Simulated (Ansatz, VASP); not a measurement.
NaCl in VASP and in Ansatz

```
CELL_PARAMETERS angstrom
2.86000 0.02860 0.02860
0.02860 2.86000 0.02860
0.02860 0.02860 2.86000
ATOMIC_POSITIONS crystal
Na 0.00000 0.00000 0.00000
Cl 0.50000 0.50000 0.50000
```

Change from the starting cell: equal xy, yz and zx shear strains of +2 %, PAW files.

Alike in both runs: task electric field gradients; functional PBEsol; k mesh 8 × 8 × 8; occupations fermi-dirac, width 0.02 eV; no spin polarisation.

```csv
,VASP,Ansatz
version,VASP 6.6.1,Ansatz 0.2.0
potentials or method,"VASP PAW PBE potentials, release 64 (Na_pv, Cl)","PAW with Ansatz's default frozen-core files, scalar-relativistic"
plane-wave cutoff (eV),520,420
valence electrons in the cell,14,16
```

|  | VASP | Ansatz | Ansatz less VASP |
| --- | --- | --- | --- |
| gap on the k mesh at the Fermi level (eV) | 4.21 | 4.16 | -0.052 |
| pressure (GPa) | 60.3 | 59.6 | -0.64 |
| traceless stress, the component that is largest in VASP (GPa) | -1.26 | -1.22 | +0.041 |
| size of Vzz on the site where it differs most (V/Å²) | 3.9 | 3.4 | -0.47 |

VASP's potentials were made for PBE, not for PBEsol. Both programs put the cell under a high pressure, so it lies far from rest at this level. VASP's potentials hold 14 valence electrons a cell and Ansatz's 16, so a difference there can come from the potentials and not from the codes.

Noted on VASP's run: the cell as given lies far from equilibrium.
